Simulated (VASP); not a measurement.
# BaO (Fm-3m) in VASP: single point with HSE06

Aim: the single point of BaO with HSE06.

All numbers are computed with VASP 6.6.1; they aren't measurements. Logs are shortened: lines on timing, memory, paths and dates and some standing lists are left out, and cuts for length are marked.

### Step 1. The cell of the first run

It takes space group Fm-3m (No. 225, cubic). The conventional cell has a = 5.544 Å, b = 5.544 Å, c = 5.544 Å, α = 90.00°, β = 90.00°, γ = 90.00°. Ba (site symmetry m-3m) has 6 O at 2.77 Å within 3.7 Å. Within 3.7 Å of O (site symmetry m-3m) lie 6 Ba at 2.77 Å.

### Step 2. Single point, HSE06

File POSCAR:

```
BaO
1.0
    0.0000000000      2.7719426837      2.7719426837
    2.7719426837      0.0000000000      2.7719426837
    2.7719426837      2.7719426837      0.0000000000
Ba O
1 1
Direct
    0.0000000000      0.0000000000      0.0000000000
    0.5000000000      0.5000000000      0.5000000000
```

File INCAR.step1:

```
  ALGO = Normal
  EDIFF = 1E-5
  ENCUT = 520
  GGA = PE
  GGA_COMPAT = F
  ISIF = 2
  ISMEAR = 0
  LASPH = T
  LCHARG = F
  LREAL = F
  LWAVE = T
  NBANDS = 15
  NELM = 120
  PREC = Accurate
  SIGMA = 0.01
```

File INCAR.step2:

```
  ALGO = Normal
  EDIFF = 1E-6
  ENCUT = 520
  GGA = PE
  GGA_COMPAT = F
  HFSCREEN = 0.2079
  ISIF = 2
  ISMEAR = 0
  ISTART = 1
  LASPH = T
  LCHARG = F
  LHFCALC = T
  LREAL = F
  LWAVE = F
  NBANDS = 15
  NELM = 120
  PREC = Accurate
  PRECFOCK = Normal
  SIGMA = 0.01
```

File KPOINTS:

```
k-points
0
Gamma
  6 6 6
```

Potentials or basis: VASP PAW PBE potentials, release 64 (Ba_sv, O).

Started as:

```
cat potpaw_PBE.64/Ba_sv/POTCAR potpaw_PBE.64/O/POTCAR > POTCAR
cp INCAR.step1 INCAR
mpirun -np 1 vasp_std > vasp.out
cp INCAR.step2 INCAR
mpirun -np 1 vasp_std > vasp.out
```

OUTCAR:

```text
EDIFF = 1E-6
   ENCUT = 520
   GGA = PE
   HFSCREEN = 0.2079
   ISIF = 2
   ISMEAR = 0
   ISTART = 1
   LASPH = T
   LHFCALC = T
   LREAL = F
   NELM = 120
   PREC = Accurate
   PRECFOCK = Normal

 ion  position               nearest neighbor table
   1  0.000  0.000  0.000-   2 2.77   2 2.77   2 2.77   2 2.77   2 2.77   2 2.77
   2  0.500  0.500  0.500-   1 2.77   1 2.77   1 2.77   1 2.77   1 2.77   1 2.77

  LATTYP: Found a face centered cubic cell.
 ALAT       =     5.5438853674

  Lattice vectors:

 A1 = (   0.0000000000,   2.7719426837,   2.7719426837)
 A2 = (   2.7719426837,   0.0000000000,   2.7719426837)
 A3 = (   2.7719426837,   2.7719426837,   0.0000000000)

Analysis of symmetry for initial positions (statically):
=====================================================================
 Subroutine PRICEL returns:
 Original cell was already a primitive cell.

 Routine SETGRP: Setting up the symmetry group for a
 face centered cubic supercell.

 Subroutine GETGRP returns: Found 48 space group operations
 (whereof 48 operations were pure point group operations)
 out of a pool of 48 trial point group operations.

The static configuration has the point symmetry O_h .

Analysis of symmetry for dynamics (positions and initial velocities):
=====================================================================
 Subroutine PRICEL returns:
 Original cell was already a primitive cell.

 Routine SETGRP: Setting up the symmetry group for a
 face centered cubic supercell.

 Subroutine GETGRP returns: Found 48 space group operations
 (whereof 48 operations were pure point group operations)
 out of a pool of 48 trial point group operations.

The dynamic configuration has the point symmetry O_h .

 Subroutine INISYM returns: Found 48 space group operations
 (whereof 48 operations are pure point group operations),
 and found     1 'primitive' translations

----------------------------------------------------------------------------------------

                                     Primitive cell

  volume of cell :      42.5974

  direct lattice vectors                    reciprocal lattice vectors
     0.000000000  2.771942684  2.771942684    -0.180378910  0.180378910  0.180378910
     2.771942684  0.000000000  2.771942684     0.180378910 -0.180378910  0.180378910
     2.771942684  2.771942684  0.000000000     0.180378910  0.180378910 -0.180378910

  length of vectors
     3.920118937  3.920118937  3.920118937     0.312425437  0.312425437  0.312425437

  position of ions in fractional coordinates (direct lattice)
     0.000000000  0.000000000  0.000000000
     0.500000000  0.500000000  0.500000000

  ion indices of the primitive-cell ions
   primitive index   ion index
                 1           1
                 2           2

----------------------------------------------------------------------------------------

 KPOINTS: k-points

Automatic generation of k-mesh.
 Grid dimensions read from file:
 generate k-points for:    6    6    6

 Generating k-lattice:

  Cartesian coordinates                     Fractional coordinates (reciprocal lattice)
    -0.030063152  0.030063152  0.030063152     0.166666667  0.000000000  0.000000000
     0.030063152 -0.030063152  0.030063152     0.000000000  0.166666667  0.000000000
     0.030063152  0.030063152 -0.030063152     0.000000000  0.000000000  0.166666667

  Length of vectors
     0.052070906  0.052070906  0.052070906

  Shift w.r.t. Gamma in fractional coordinates (k-lattice)
     0.000000000  0.000000000  0.000000000

 Subroutine IBZKPT returns following result:
 ===========================================

 Found     16 irreducible k-points:

 Following reciprocal coordinates:
            Coordinates               Weight
  0.000000  0.000000  0.000000      1.000000
  0.166667  0.000000  0.000000      8.000000
  0.333333  0.000000  0.000000      8.000000
  0.500000  0.000000  0.000000      4.000000
  0.166667  0.166667  0.000000      6.000000
  0.333333  0.166667  0.000000     24.000000
[... 8 lines left out ...]
 -0.333333  0.333333  0.166667     24.000000
 -0.333333  0.500000  0.166667     12.000000
   k-points           NKPTS =     16   k-points in BZ     NKDIM =    216   number of bands    NBANDS=     15
   number of dos      NEDOS =    301   number of ions     NIONS =      2
   total plane-waves  NPLWV =  27000
   dimension x,y,z NGX =    30 NGY =   30 NGZ =   30
   dimension x,y,z NGXF=    60 NGYF=   60 NGZF=   60
   ions per type =               1   1
   NGX,Y,Z   is equivalent  to a cutoff of  12.72, 12.72, 12.72 a.u.
   NGXF,Y,Z  is equivalent  to a cutoff of  25.45, 25.45, 25.45 a.u.
 SYSTEM =  unknown system
   PREC   = accura    normal or accurate (medium, high low for compatibility)
   ISTART =      1    job   : 0-new  1-cont  2-samecut
   ICHARG =      0    charge: 1-file 2-atom 10-const
   ISPIN  =      1    spin polarized calculation?
   LNONCOLLINEAR =      F non collinear calculations
   LSORBIT =      F    spin-orbit coupling
   LASPH  =      T    aspherical Exc in radial PAW
   ENCUT  =  520.0 eV  38.22 Ry    6.18 a.u.   7.29  7.29  7.29*2*pi/ulx,y,z
   NELM   =    120;   NELMIN=  2; NELMDL=  0     # of ELM steps
   EDIFF  = 0.1E-05   stopping-criterion for ELM
   LREAL  =      F    real-space projection
   EDIFFG = 0.1E-04   stopping-criterion for IOM
   NSW    =      0    number of steps for IOM
   IBRION =     -1    ionic relax: 0-MD 1-quasi-New 2-CG
   NFREE  =      0    steps in history (QN), initial steepest desc. (CG)
   ISIF   =      2    stress and relaxation
   ISYM   =      3    0-nonsym 1-usesym 2-fastsym
   POTIM  = 0.5000    time-step for ionic-motion
   TEBEG  =    0.0;   TEEND  =   0.0 temperature during run
   PSTRESS=    0.0 pullay stress
   NELECT =      16.0000    total number of electrons
   NUPDOWN=      -1.0000    fix difference up-down
   EMIN   =  10.00;   EMAX   =-10.00  energy-range for DOS
   EFERMI =   0.00;   METHOD = LEGACY
   ISMEAR =     0;   SIGMA  =   0.01  broadening in eV -4-tet -1-fermi 0-gaus
   EFERMI_NEDOS =   21; number of points for ismear=-14 and -15
   IALGO  =     38    algorithm
   IMIX   =      1    mixing-type and parameters
     AMIX     =   0.40;   BMIX     =  1.00
     AMIX_MAG =   1.60;   BMIX_MAG =  1.00
  volume/ion in A,a.u.               =      21.30       143.73
  Fermi-wavevector in a.u.,A,eV,Ry     =   1.181192  2.232130 18.983054  1.395215
  Thomas-Fermi vector in A             =   2.317470
   LORBIT       =      0    0 simple, 1 ext, 2 COOP (PROOUT), +10 PAW based schemes
   GGA     = PE    functional components
   LHFCALC =     T    Hartree Fock is set to
   PRECFOCK=normal    Normal, Fast or Accurate (Low or Medium for compatibility)
   ENCUT4O =  -1.0   cutoff for four orbital integrals eV
   NKREDX  =     1    reduce k-point grid by
   NKREDY  =     1    reduce k-point grid by
   NKREDZ  =     1    reduce k-point grid by
   AEXX    =    0.2500 exact exchange contribution
   HFSCREEN=    0.2079 screening length (either q_TF or 0.3 A-1)
   HFSCREENC=   0.2079 screening length for correlation (either q_TF or 0.3 A-1)
   ENCUTFOCK=  -1.0 apply spherical cutoff to Coloumb kernel
   IVDW    =     0    specifies the selected vdW correction
   LEPSILON=     F    determine dielectric tensor
   LRPA    =     F    only Hartree local field effects (RPA)
 non-spin polarized calculation
 Gauss-broadening in eV      SIGMA  =   0.01
  energy-cutoff  :      520.00
  volume of cell :       42.60
 maximum number of plane-waves:      1167
 NGX is ok and might be reduce to    30
  NGX = 24; NGY = 24; NGZ = 24

 number of electron      15.9999999 magnetization

 Free energy of the ion-electron system (eV)
  ---------------------------------------------------
  ext. energy  EPLUGINS =         0.00000000
  ---------------------------------------------------
  free energy    TOTEN  =       -13.86026423 eV

  energy without entropy =      -13.86026423  energy(sigma->0) =      -13.86026423

 E-fermi :   1.0509     XC(G=0):  -7.9447

 val. band max:        0.9094655199   @ k =   0.5000   0.5000   0.0000
 cond. band min:       4.1648920651   @ k =   0.5000   0.5000   0.0000
 fundamental gap:      3.2554265452
 Fermi energy:         1.0508855634

 k-point     1 :       0.0000    0.0000    0.0000
  band No.  band energies     occupation
      1     -26.5006      2.00000
      2     -15.6004      2.00000
      3      -9.9187      2.00000
      4      -9.9187      2.00000
      5      -9.9187      2.00000
      6       0.5211      2.00000
      7       0.5211      2.00000
      8       0.5211      2.00000
      9       5.7704      0.00000
     10       7.0163      0.00000
     11       7.0163      0.00000
     12       7.0163      0.00000
     13       9.3505      0.00000
     14       9.3505      0.00000
     15      12.2939      0.00000

 k-point     2 :       0.1667    0.0000    0.0000
  band No.  band energies     occupation
      1     -26.4319      2.00000
      2     -15.7736      2.00000
      3      -9.9928      2.00000
      4      -9.9475      2.00000
      5      -9.9475      2.00000
      6      -0.0104      2.00000
      7       0.1786      2.00000
      8       0.1786      2.00000
      9       6.6817      0.00000
     10       7.0228      0.00000
     11       7.5469      0.00000
     12       7.5469      0.00000
     13      10.0771      0.00000
     14      10.0771      0.00000
     15      13.9568      0.00000
[... 221 lines left out ...]
      3     -10.8283      2.00000
      4     -10.8222      2.00000
      5     -10.0211      2.00000
      6      -0.6164      2.00000
      7       0.3169      2.00000
      8       0.3428      2.00000
      9       7.0606      0.00000
     10       7.3155      0.00000
     11       9.8012      0.00000
     12      11.0868      0.00000
     13      12.5627      0.00000
     14      14.4220      0.00000
     15      15.0624      0.00000

 k-point    16 :      -0.3333    0.5000    0.1667
  band No.  band energies     occupation
      1     -26.1369      2.00000
      2     -15.9334      2.00000
      3     -11.2838      2.00000
      4     -10.8060      2.00000
      5     -10.1407      2.00000
      6      -0.2298      2.00000
      7       0.6662      2.00000
      8       0.7862      2.00000
      9       5.5076      0.00000
     10       8.5799      0.00000
     11       9.0902      0.00000
     12      12.1328      0.00000
     13      12.3460      0.00000
     14      14.6390      0.00000
     15      14.9260      0.00000

------------------------ aborting loop because EDIFF is reached ----------------------------------------

  FORCE on cell =-STRESS in cart. coord.  units (eV):
  Direction    XX          YY          ZZ          XY          YZ          ZX
  --------------------------------------------------------------------------------------
  -------------------------------------------------------------------------------------
  Total        0.2897182      0.2897182      0.2897182      0.0000000      0.0000000      0.0000000
  in kB       10.8969180     10.8969180     10.8969180      0.0000000      0.0000000      0.0000000
  external PRESSURE =      10.8969180 kB  Pullay stress =       0.0000000 kB

 VOLUME and BASIS-vectors are now :
 -----------------------------------------------------------------------------
  energy-cutoff  :      520.00
  volume of cell :       42.60
      direct lattice vectors                 reciprocal lattice vectors
     0.000000000  2.771942684  2.771942684    -0.180378910  0.180378910  0.180378910
     2.771942684  0.000000000  2.771942684     0.180378910 -0.180378910  0.180378910
     2.771942684  2.771942684  0.000000000     0.180378910  0.180378910 -0.180378910

 POSITION                                       TOTAL-FORCE (eV/Angst)
 -----------------------------------------------------------------------------------
      0.00000      0.00000      0.00000         0.000000     -0.000000      0.000000
      2.77194      2.77194      2.77194         0.000000      0.000000     -0.000000
 -----------------------------------------------------------------------------------
    total drift:                               -0.000001     -0.000001     -0.000001

  FREE ENERGIE OF THE ION-ELECTRON SYSTEM (eV)
  ---------------------------------------------------
  free  energy   TOTEN  =       -13.8602642324 eV

  energy  without entropy=      -13.8602642324  energy(sigma->0) =      -13.86026423
```

Run time: 28 min. Hardware: 1 thread of Intel Xeon 6975P-C (Granite Rapids), shared host; peak memory 0.29 GiB.

What came out:

```
Free energy            : -13.8603 eV
Pressure               : 1.1 GPa
Band gap on the k mesh : 3.26 eV
```

Levels at points of the mesh, in eV from the valence-band top:
| k point | band 6 | band 7 | band 8 | band 9 | band 10 | band 11 |
| --- | --- | --- | --- | --- | --- | --- |
| (0.00, 0.00, 0.00) | -0.39 | -0.39 | -0.39 | 4.86 | 6.11 | 6.11 |
| (0.50, 0.00, 0.00) | -2.08 | -1.58 | -1.58 | 6.36 | 8.74 | 8.74 |
| (0.50, 0.50, 0.00) | -0.18 | -0.18 | 0.00 | 3.26 | 7.46 | 10.49 |

Caveat: the PAW data sets were made with another functional, which shifts forces and pressure a little; spin-orbit coupling is left out, which moves the levels of the heavy elements. A k mesh can miss the band edges.
